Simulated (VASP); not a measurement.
Wanted: the native input for a VASP 6.6.1 run.

* Task: single point
* Functional: PBE
* Dispersion: D3(BJ)
* Potentials or basis: VASP PAW PBE potentials, release 64 (Ni, O)
* Cutoff: 600 eV
* k mesh: 10 × 10 × 10
* Occupations: gaussian, width 0.05 eV
* Spin: collinear spin, ferromagnetic start
* Starting moments: [1.9, 0.22] μB
* Hubbard terms: Ni d U = 6.2 eV
* Dipole correction: no
* Further INCAR settings: ALGO = Normal; EDIFF = 1e-06; NBANDS = 19

The structure of NiO lies in POSCAR:

```
NiO
1.0
    0.0000000000      2.0930603078      2.0930603078
    2.0930603078      0.0000000000      2.0930603078
    2.0930603078      2.0930603078      0.0000000000
Ni O
1 1
Direct
    0.0000000000      0.0000000000      0.0000000000
    0.5000000000      0.5000000000      0.5000000000
```

This cell differs from its parent crystal: volume scaled by 0.96.

The input as run:

INCAR

```
SYSTEM = NiO
PREC = Accurate ; ENCUT = 600
EDIFF = 1E-6 ; ISMEAR = 0
SIGMA = 0.05 ; LREAL = .FALSE.
LASPH = .TRUE. ; NELM = 200
ALGO = Normal ; ISIF = 2
LWAVE = .FALSE. ; LCHARG = .FALSE.
ISPIN = 2 ; MAGMOM = 1.9 0.22
LORBIT = 11 ; LMAXMIX = 4
LDAU = .TRUE. ; LDAUTYPE = 2
LDAUL = 2 -1 ; LDAUU = 6.2 0
LDAUJ = 0 0 ; LDAUPRINT = 1
GGA = PE ; IVDW = 12
NBANDS = 19 ; GGA_COMPAT = .FALSE.
```

KPOINTS

```
regular mesh
0
G
  10 10 10
  0 0 0
```

Potentials or basis: VASP PAW PBE potentials, release 64 (Ni, O).

Command:

```sh
$ cat potpaw_PBE.64/Ni/POTCAR potpaw_PBE.64/O/POTCAR > POTCAR
$ mpirun -np 1 vasp_std > vasp.out
```

Results of the run:

```yaml
Pressure: -2.3 GPa
Band_gap_on_the_k_mesh: 2.54 eV, indirect (least direct gap 3.17 eV)
Net_moment: 2.00 μB per cell
Site_moments: Ni +1.82; O +0.17 μB
Valence_electrons_inside_the_program's_atomic_spheres: Ni 8.98; O 5.03
Dispersion_energy_per_atom: -0.264 eV
```

Caveat: three body term missing; a cell with one magnetic atom can't hold antiferromagnetic order, which such compounds often take.

It took 41 s on 1 thread of AMD EPYC 9R45 (Zen 5), on a shared host, peak memory 0.14 GiB.
